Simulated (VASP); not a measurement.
Input of a VASP 6.6.1 run:

The input INCAR:

```
SYSTEM = CoO
  PREC = Accurate
  ENCUT = 520
  EDIFF = 1E-6
  ISMEAR = -1
  SIGMA = 0.05
  LREAL = .FALSE.
  LASPH = .TRUE.
  NELM = 150
  ALGO = Normal
  ISIF = 2
  LWAVE = .FALSE.
  LCHARG = .TRUE.
  ISPIN = 2
  MAGMOM = 2 0
  LORBIT = 11
  LMAXMIX = 4
  GGA = B5
  ALDAX = 1.0
  AGGAX = 1.0
  AGGAC = 1.0
  ALDAC = 0.0
  IVDW = 13
  VDW_S6 = 1.0
  VDW_S8 = 2.34076671
  VDW_A1 = 0.44488865
  VDW_A2 = 4.0933009
  LELF = .TRUE.
  LVHAR = .TRUE.
  NBANDS = 18
```

Contents of KPOINTS:

```
Automatic mesh
0
G
  11 11 11
  0 0 0
```

POSCAR

```
CoO
1.0
    0.0000000000      2.1242865311      2.1242865311
    2.1242865311      0.0000000000      2.1242865311
    2.1242865311      2.1242865311      0.0000000000
Co O
1 1
Direct
    0.0000000000      0.0000000000      0.0000000000
    0.5000000000      0.5000000000      0.5000000000
```

Potentials or basis: VASP PAW PBE potentials, release 64 (Co, O).

The run is started by

```console
$ cat potpaw_PBE.64/Co/POTCAR potpaw_PBE.64/O/POTCAR > POTCAR
$ mpirun -np 1 vasp_std > vasp.out
```

**Question.** Estimate the site moments.

**Answer.** Co +2.42; O +0.26 μB.

**Question.** Predict the dispersion energy per atom.

**Answer.** -0.529 eV.

**Question.** Predict the net moment.

**Answer.** 2.73 μB per cell.

Caveat: a cell with one magnetic atom can't hold antiferromagnetic order, which such compounds often take.
